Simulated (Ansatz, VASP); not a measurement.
**BeZn2O3: VASP beside Ansatz**

```xyz
6
Lattice="2.7730 0.0000 0.0000 0.0000 2.7730 0.0000 0.0000 0.0000 9.0432" Properties=species:S:1:pos:R:3 pbc="T T T"
Be    0.0000    0.0000    0.0000
Zn    0.0000    1.3865    5.7657
Zn    1.3865    0.0000    3.2775
O     1.3865    1.3865    0.0000
O     0.0000    1.3865    3.2661
O     1.3865    0.0000    5.7772
```

Change from the starting cell: species swapped into the Zr2CuSb3 type (P-4m2, No. 115).

Alike in both runs: functional PBE; k mesh 4 × 4 × 2; occupations gaussian, width 0.15 eV; no spin polarisation.

Ansatz relaxed the structure, and its values are those at the end. VASP's run is a single point on that final structure, the one shown.

```csv
,VASP,Ansatz
version,VASP 6.6.1,Ansatz 0.2.0
potentials or method,"VASP PAW PBE potentials, release 64 (Be, Zn, O), cutoff 600 eV","scalar-relativistic, plane waves, PAW"
valence electrons in the cell,44,44
```

Ansatz gave:

```
gap on the k mesh at the Fermi level (eV) : 0.18
least direct gap on the mesh (eV)         : 2.56
pressure (GPa)                            : -0.1
rms of the force components (eV/Å)        : 0.004
```

Task: Which values does VASP return?

Result: gap on the k mesh at the Fermi level (eV): 0.17; least direct gap on the mesh (eV): 2.57; pressure (GPa): 0.8; rms of the force components (eV/Å): 0.003.

The functional is the same, so the differences come from potentials, cutoffs and numerics.

The k mesh is coarse, so the values compare programs but aren't converged.
